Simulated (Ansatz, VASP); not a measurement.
**One calculation of Hf, two programs**

```
CELL_PARAMETERS angstrom
0.00000 2.11685 2.11685
2.11685 0.00000 2.11685
2.11685 2.11685 0.00000
ATOMIC_POSITIONS crystal
Hf 0.00000 0.00000 0.00000
```

Change from the starting cell: volume scaled by 0.88, PAW files.

Alike in both runs: task single point; functional PBEsol; k mesh 16 × 16 × 16; occupations fermi-dirac, width 0.05 eV; no spin polarisation.

```csv
,VASP,Ansatz
version,VASP 6.6.1,Ansatz 0.2.0
potentials or method,"VASP PAW PBE potentials, release 64 (Hf_pv)","PAW with Ansatz's default frozen-core files, scalar-relativistic"
plane-wave cutoff (eV),520,420
valence electrons in the cell,10,26
```

Ansatz gave:

```
pressure (GPa) : 17.1
```

Problem. Which values does VASP return?

Solution. Pressure (GPa): 16.8.

VASP's potentials were made for PBE, not for PBEsol. VASP's potentials hold 10 valence electrons a cell and Ansatz's 26, so a difference there can come from the potentials and not from the codes.

Neither program's run includes spin-orbit coupling.
